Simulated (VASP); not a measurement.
# AlP (F-43m) in VASP: further runs

AlP is run at these levels: PBEsol; tasks: single point, relaxation of the atoms.

Everything below comes from runs of VASP 6.6.1. Logs are shortened: lines on timing, memory, paths and dates and some standing lists are left out, and cuts for length are marked.

## 1. The cell of the first run

The structure is cubic, space group F-43m (No. 216). The conventional cell has a = 5.416 Å, b = 5.416 Å, c = 5.416 Å, α = 90.00°, β = 90.00°, γ = 90.00°. Within 3.1 Å of Al (site symmetry -43m) lie 4 P at 2.35 Å. Within 3.1 Å of P (site symmetry -43m) lie 4 Al at 2.35 Å.

## 2. Single point, PBEsol (strained cell)

Input file INCAR:

```
PREC = Accurate
ENCUT = 500
EDIFF = 1E-6
ISMEAR = 0
SIGMA = 0.02
LREAL = False
LASPH = True
NELM = 120
ALGO = Normal
ISIF = 2
LWAVE = False
LCHARG = False
GGA = PS
NBANDS = 11
GGA_COMPAT = False
```

Input file KPOINTS:

```
Automatic mesh
0
Gamma
  8 8 8
```

Input file POSCAR:

```
AlP
1.0
    0.0000000000      2.7078050190      2.7078050190
    2.7078050190      0.0000000000      2.7078050190
    2.7078050190      2.7078050190      0.0000000000
Al P
1 1
Direct
    0.0000000000      0.0000000000      0.0000000000
    0.2500000000      0.2500000000      0.2500000000
```

Potentials or basis: VASP PAW PBE potentials, release 64 (Al, P).

Started as:

```
> cat potpaw_PBE.64/Al/POTCAR potpaw_PBE.64/P/POTCAR > POTCAR
> mpirun -np 1 vasp_std > vasp.out
```

OUTCAR:

```text
PREC = Accurate
   ENCUT = 500
   EDIFF = 1E-6
   ISMEAR = 0
   LREAL = False
   LASPH = True
   NELM = 120
   ISIF = 2
   GGA = PS

 ion  position               nearest neighbor table
   1  0.000  0.000  0.000-   2 2.35   2 2.35   2 2.35   2 2.35
   2  0.250  0.250  0.250-   1 2.35   1 2.35   1 2.35   1 2.35

  LATTYP: Found a face centered cubic cell.
 ALAT       =     5.4156100380

  Lattice vectors:

 A1 = (   0.0000000000,   2.7078050190,   2.7078050190)
 A2 = (   2.7078050190,   0.0000000000,   2.7078050190)
 A3 = (   2.7078050190,   2.7078050190,   0.0000000000)

Analysis of symmetry for initial positions (statically):
=====================================================================
 Subroutine PRICEL returns:
 Original cell was already a primitive cell.

 Routine SETGRP: Setting up the symmetry group for a
 face centered cubic supercell.

 Subroutine GETGRP returns: Found 24 space group operations
 (whereof 24 operations were pure point group operations)
 out of a pool of 48 trial point group operations.

The static configuration has the point symmetry T_d .

Analysis of symmetry for dynamics (positions and initial velocities):
=====================================================================
 Subroutine PRICEL returns:
 Original cell was already a primitive cell.

 Routine SETGRP: Setting up the symmetry group for a
 face centered cubic supercell.

 Subroutine GETGRP returns: Found 24 space group operations
 (whereof 24 operations were pure point group operations)
 out of a pool of 48 trial point group operations.

The dynamic configuration has the point symmetry T_d .

 Subroutine INISYM returns: Found 24 space group operations
 (whereof 24 operations are pure point group operations),
 and found     1 'primitive' translations

----------------------------------------------------------------------------------------

                                     Primitive cell

  volume of cell :      39.7084

  direct lattice vectors                    reciprocal lattice vectors
     0.000000000  2.707805019  2.707805019    -0.184651405  0.184651405  0.184651405
     2.707805019  0.000000000  2.707805019     0.184651405 -0.184651405  0.184651405
     2.707805019  2.707805019  0.000000000     0.184651405  0.184651405 -0.184651405

  length of vectors
     3.829414582  3.829414582  3.829414582     0.319825614  0.319825614  0.319825614

  position of ions in fractional coordinates (direct lattice)
     0.000000000  0.000000000  0.000000000
[... 85 lines left out ...]
   ISYM   =      2    0-nonsym 1-usesym 2-fastsym
   POTIM  = 0.5000    time-step for ionic-motion
   TEBEG  =    0.0;   TEEND  =   0.0 temperature during run
   PSTRESS=    0.0 pullay stress
   NELECT =       8.0000    total number of electrons
   NUPDOWN=      -1.0000    fix difference up-down
   EMIN   =  10.00;   EMAX   =-10.00  energy-range for DOS
   EFERMI =   0.00;   METHOD = LEGACY
   ISMEAR =     0;   SIGMA  =   0.02  broadening in eV -4-tet -1-fermi 0-gaus
   EFERMI_NEDOS =   21; number of points for ismear=-14 and -15
   IALGO  =     38    algorithm
   IMIX   =      4    mixing-type and parameters
     AMIX     =   0.40;   BMIX     =  1.00
     AMIX_MAG =   1.60;   BMIX_MAG =  1.00
  volume/ion in A,a.u.               =      19.85       133.98
  Fermi-wavevector in a.u.,A,eV,Ry     =   0.959719  1.813606 12.531790  0.921061
  Thomas-Fermi vector in A             =   2.088940
   LORBIT       =      0    0 simple, 1 ext, 2 COOP (PROOUT), +10 PAW based schemes
   GGA     = PS    functional components
   LHFCALC =     F    Hartree Fock is set to
   AEXX    =    0.0000 exact exchange contribution
   IVDW    =     0    specifies the selected vdW correction
   LEPSILON=     F    determine dielectric tensor
   LRPA    =     F    only Hartree local field effects (RPA)
 non-spin polarized calculation
 Gauss-broadening in eV      SIGMA  =   0.02
  energy-cutoff  :      500.00
  volume of cell :       39.71
 maximum number of plane-waves:      1036
   NGX = 13   NGY = 13   NGZ = 13

 number of electron       7.9999999 magnetization

 Free energy of the ion-electron system (eV)
  ---------------------------------------------------
  ext. energy  EPLUGINS =         0.00000000
  ---------------------------------------------------
  free energy    TOTEN  =       -10.98434370 eV

  energy without entropy =      -10.98434370  energy(sigma->0) =      -10.98434370

 E-fermi :   4.9066     XC(G=0):  -9.4592

 val. band max:        4.7625542175   @ k =   0.0000   0.0000   0.0000
 cond. band min:       6.1515852905   @ k =   0.5000   0.5000   0.0000
 fundamental gap:      1.3890310731
 Fermi energy:         4.9066093458

 k-point     1 :       0.0000    0.0000    0.0000
  band No.  band energies     occupation
      1      -6.9083      2.00000
      2       4.7626      2.00000
      3       4.7626      2.00000
      4       4.7626      2.00000
      5       8.1730      0.00000
      6       9.3084      0.00000
      7       9.3084      0.00000
      8       9.3084      0.00000
      9      13.5932      0.00000
     10      13.5932      0.00000
     11      15.0334      0.00000
[... 309 lines left out ...]
 k-point    24 :      -0.3750    0.2500    0.1250
  band No.  band energies     occupation
      1      -4.8206      2.00000
      2      -0.5436      2.00000
      3       2.0762      2.00000
      4       3.2185      2.00000
      5       8.6485      0.00000
      6       9.2504      0.00000
      7      11.6806      0.00000
      8      12.4844      0.00000
      9      13.8071      0.00000
     10      16.2337      0.00000
     11      17.6294      0.00000

 [... further k-points ...]

------------------------ aborting loop because EDIFF is reached ----------------------------------------

  FORCE on cell =-STRESS in cart. coord.  units (eV):
  Direction    XX          YY          ZZ          XY          YZ          ZX
  --------------------------------------------------------------------------------------
  -------------------------------------------------------------------------------------
  Total        0.7033903      0.7033903      0.7033903      0.0000000      0.0000000      0.0000000
  in kB       28.3808111     28.3808111     28.3808111      0.0000000      0.0000000      0.0000000
  external PRESSURE =      28.3808111 kB  Pullay stress =       0.0000000 kB

 VOLUME and BASIS-vectors are now :
 -----------------------------------------------------------------------------
  energy-cutoff  :      500.00
  volume of cell :       39.71
      direct lattice vectors                 reciprocal lattice vectors
     0.000000000  2.707805019  2.707805019    -0.184651405  0.184651405  0.184651405
     2.707805019  0.000000000  2.707805019     0.184651405 -0.184651405  0.184651405
     2.707805019  2.707805019  0.000000000     0.184651405  0.184651405 -0.184651405

 POSITION                                       TOTAL-FORCE (eV/Angst)
 -----------------------------------------------------------------------------------
      0.00000      0.00000      0.00000        -0.000000     -0.000000     -0.000000
      1.35390      1.35390      1.35390         0.000000      0.000000      0.000000
 -----------------------------------------------------------------------------------
    total drift:                                0.000000      0.000000      0.000000

  FREE ENERGIE OF THE ION-ELECTRON SYSTEM (eV)
  ---------------------------------------------------
  free  energy   TOTEN  =       -10.9843436956 eV

  energy  without entropy=      -10.9843436956  energy(sigma->0) =      -10.98434370
```

OSZICAR:

```text
N       E                     dE             d eps       ncg     rms          rms(c)
DAV:   1     0.998085838589E+01    0.99809E+01   -0.29660E+03   646   0.531E+02
DAV:   2    -0.105857714174E+02   -0.20567E+02   -0.19235E+02   840   0.871E+01
DAV:   3    -0.113566789726E+02   -0.77091E+00   -0.76989E+00   808   0.164E+01
DAV:   4    -0.113625952723E+02   -0.59163E-02   -0.59158E-02   792   0.176E+00
DAV:   5    -0.113626969679E+02   -0.10170E-03   -0.10169E-03   813   0.217E-01    0.449E+00
DAV:   6    -0.110440888047E+02    0.31861E+00   -0.56886E-01   742   0.281E+00    0.279E+00
DAV:   7    -0.109868674124E+02    0.57221E-01   -0.21685E-01   783   0.186E+00    0.131E+00
DAV:   8    -0.109844002143E+02    0.24672E-02   -0.14299E-02   742   0.574E-01    0.165E-01
DAV:   9    -0.109842951789E+02    0.10504E-03   -0.83295E-04   748   0.152E-01    0.599E-02
DAV:  10    -0.109843378651E+02   -0.42686E-04   -0.61539E-05   740   0.413E-02    0.147E-02
DAV:  11    -0.109843434671E+02   -0.56020E-05   -0.93073E-06   804   0.167E-02    0.121E-02
DAV:  12    -0.109843436956E+02   -0.22847E-06   -0.10643E-06   483   0.486E-03
   1 F= -.10984344E+02 E0= -.10984344E+02  d E =-.194614E-26
```

It took 9.5 s on 1 thread of Intel Xeon Platinum 8259CL at 2.50GHz (Skylake/Cascade Lake), shared host; peak memory 0.15 GiB.

What came out:

| Item | Value |
| --- | --- |
| Free energy | -10.9843 eV |
| Pressure | 2.8 GPa |
| Band gap on the k mesh | 1.39 eV (least direct gap 3.41 eV) |

Caveat: the cell differs from its parent crystal (strained cell); the PAW data sets were made with another functional, which shifts forces and pressure a little.

## 3. Relaxation of the atoms, PBEsol (strained cell)

Input file INCAR:

```
SYSTEM = AlP
PREC     = Accurate       ! precision mode
ENCUT    = 450            ! plane-wave cutoff, eV
EDIFF    = 1E-7           ! SCF threshold, eV
ISMEAR   = 0              ! smearing method
SIGMA    = 0.02           ! smearing width, eV
LREAL    = .False.        ! projectors in reciprocal space
LASPH    = .True.         ! aspherical terms in the spheres
NELM     = 120            ! most SCF steps
ALGO     = Normal         ! electronic algorithm
ISIF     = 2              ! what is computed and relaxed
LWAVE    = .False.        ! write WAVECAR
LCHARG   = .False.        ! write CHGCAR
GGA      = PS             ! functional
IBRION   = 2              ! ionic algorithm
NSW      = 60             ! ionic steps
EDIFFG   = -0.002         ! ionic threshold
GGA_COMPAT= .False.      
NELMIN   = 4
```

Input file KPOINTS:

```
regular mesh
0
Gamma
  8 8 8
  0 0 0
```

POSCAR is that of step 2.

Potentials or basis: VASP PAW PBE potentials, release 64 (Al, P).

Started as:

```
> cat potpaw_PBE.64/Al/POTCAR potpaw_PBE.64/P/POTCAR > POTCAR
> mpirun -np 1 vasp_std > vasp.out
```

Run time: 7.6 s. Hardware: 1 thread of Intel Xeon Platinum 8259CL at 2.50GHz (Skylake/Cascade Lake), shared host; peak memory 0.15 GiB.

The run converged. Its results:

* Free energy: -10.9842 eV
* Pressure after relaxing: 2.8 GPa
* Band gap on the k mesh: 1.39 eV (least direct gap 3.41 eV)

Final structure:
```
Al P
1.0
     0.00000    2.70781    2.70781
     2.70781    0.00000    2.70781
     2.70781    2.70781    0.00000
Al P
1 1
Direct
  0.00000 0.00000 0.00000
  0.25000 0.25000 0.25000
```

Levels at points of the mesh, in eV from the valence-band top:
```tsv
k point	band 2	band 3	band 4	band 5	band 6	band 7
(0.00, 0.00, 0.00)	0.00	0.00	0.00	3.41	4.55	4.55
(0.50, 0.00, 0.00)	-5.69	-0.78	-0.78	2.82	4.75	4.75
(0.50, 0.50, 0.00)	-5.43	-2.18	-2.18	1.39	2.36	11.20
```

Caveat: the cell differs from its parent crystal (strained cell); the relaxation stopped at its first step, so nothing moved; the PAW data sets were made with another functional, which shifts forces and pressure a little. A k mesh can miss the band edges.
